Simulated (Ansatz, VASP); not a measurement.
## One calculation of Fe, two programs

File INCAR:

```
  PREC = Accurate
  ENCUT = 600
  EDIFF = 1E-6
  ISMEAR = 0
  SIGMA = 0.1
  LREAL = False
  LASPH = True
  NELM = 150
  ALGO = Normal
  ISIF = 3
  LWAVE = False
  LCHARG = False
  ISPIN = 2
  MAGMOM = 0.28 0.28 0.28 0.28
  LORBIT = 11
  LMAXMIX = 4
  GGA = PS
  IBRION = 2
  NSW = 90
  EDIFFG = -0.04
```

File KPOINTS:

```
regular mesh
0
Gamma
  6 6 4
```

The input POSCAR:

```
Fe
1.0
    1.9385296171     -3.2854482047      0.0000000000
    1.9385296171      3.2854482047      0.0000000000
    0.0000000000      0.0000000000      3.8822163840
Fe
4
Direct
    0.1525000000      0.8475000000      0.0785000000
    0.6525000000      0.3475000000      0.4215000000
    0.8475000000      0.1525000000      0.9215000000
    0.3475000000      0.6525000000      0.5785000000
```

Input for Ansatz:

```yaml
crystal:
  lattice:
    - [1.9385296171, -3.2854482047, 0.0]
    - [1.9385296171, 3.2854482047, 0.0]
    - [0.0, 0.0, 3.882216384]
  atoms:
    - { symbol: Fe, position: [0.1525, 0.8475, 0.0785], spin: 0.28 }
    - { symbol: Fe, position: [0.6525, 0.3475, 0.4215], spin: 0.28 }
    - { symbol: Fe, position: [0.8475, 0.1525, 0.9215], spin: 0.28 }
    - { symbol: Fe, position: [0.3475, 0.6525, 0.5785], spin: 0.28 }
basis:
  ecutwfc: 420
kpoints:
  mp_grid: { grid: [6, 6, 4] }
hamiltonian:
  xc: pbesol
scf:
  occupations: { method: gaussian, width: 0.1 }
  lower_state_search: "off"
output:
  forces: true
  stress: true
  eigenvalues: true
  populations: true
magnetization:
  spin_polarized: true
relax:
  adjacent_minimum: "off"
  f_tol: 0.04
  max_steps: 70
  cell: { stress_tol: 0.4 }
```

Alike in both runs: task relaxation of cell and atoms; functional PBEsol; k mesh 6 × 6 × 4; occupations gaussian, width 0.1 eV; collinear spin.

```csv
,VASP,Ansatz
version,VASP 6.6.1,Ansatz 0.2.0
potentials or method,"VASP PAW PBE potentials, release 64 (Fe), cutoff 600 eV","scalar-relativistic, plane waves, PAW"
valence electrons in the cell,32,64
```

|  | VASP | Ansatz | Ansatz less VASP |
| --- | --- | --- | --- |
| gap on the k mesh at the Fermi level, each at its own relaxed structure (eV) | none | none | - |
| net moment per atom (μB) | 0.00 | 0.00 | 0.000 |
| relaxed volume (Å³/atom) | 10.84 | 10.89 | +0.055 |
| relaxed length of the cell vector where the two differ most in proportion (Å) | 3.452 | 3.458 | +0.0053 |

VASP's potentials were made for PBE, not for PBEsol. A gap of «none» marks a metal or a gap that the smearing closes. VASP's potentials hold 32 valence electrons a cell and Ansatz's 64, so a difference there can come from the potentials and not from the codes. Ansatz's warnings: seeded moment not kept, spin hold released.

The k mesh is coarse, so the values compare programs but aren't converged.
